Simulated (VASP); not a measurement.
A run of VASP 6.6.1 is set up as follows.

The input INCAR:

```
PREC = Accurate ; ENCUT = 600
EDIFF = 1E-7 ; ISMEAR = 0
SIGMA = 0.01 ; LREAL = F
LASPH = T ; NELM = 100
ALGO = Normal ; ISIF = 3
LWAVE = F ; LCHARG = F
GGA = PS ; IBRION = 2
NSW = 100 ; EDIFFG = -0.002
PSTRESS = 20.0
```

KPOINTS

```
Automatic mesh
0
Gamma
  8 8 8
```

File POSCAR:

```
NaCl
1.0
    0.0000000000      2.8009539472      2.8009539472
    2.8009539472      0.0000000000      2.8009539472
    2.8009539472      2.8009539472      0.0000000000
Na Cl
1 1
Direct
    0.0000000000      0.0000000000      0.0000000000
    0.5000000000      0.5000000000      0.5000000000
```

Potentials or basis: VASP PAW PBE potentials, release 64 (Na_pv, Cl).

The run is started by

```console
$ cat potpaw_PBE.64/Na_pv/POTCAR potpaw_PBE.64/Cl/POTCAR > POTCAR
$ mpirun -np 1 vasp_std > vasp.out
```

Problem. Estimate the band gap on the k mesh.

Solution. 5.26 eV, direct.

Problem. What does it give for the relaxed cell?

Solution. a = 3.877 Å, b = 3.877 Å, c = 3.877 Å, α = 60.00°, β = 60.00°, γ = 60.00°.

Problem. What does it give for the relaxed volume?

Solution. 20.60 Å³/atom.

Problem. Estimate the space group after relaxing (to 0.05 Å).

Solution. Fm-3m (No. 225).

Final structure:
```cif
data_structure
_symmetry_space_group_name_H-M 'P 1'
_symmetry_Int_Tables_number 1
_cell_length_a 3.8770
_cell_length_b 3.8770
_cell_length_c 3.8770
_cell_angle_alpha 60.000
_cell_angle_beta 60.000
_cell_angle_gamma 60.000
_cell_volume 41.21
loop_
_atom_site_label
_atom_site_type_symbol
_atom_site_fract_x
_atom_site_fract_y
_atom_site_fract_z
_atom_site_occupancy
Na1 Na 0.00000 0.00000 0.00000 1
Cl1 Cl 0.50000 0.50000 0.50000 1
```

Caveat: the cell is relaxed towards a set pressure, so the enthalpy falls and the energy may rise; the PAW data sets were made with another functional, which shifts forces and pressure a little. Expect the measured gap to be larger: semilocal functionals such as PBEsol lack the derivative discontinuity.
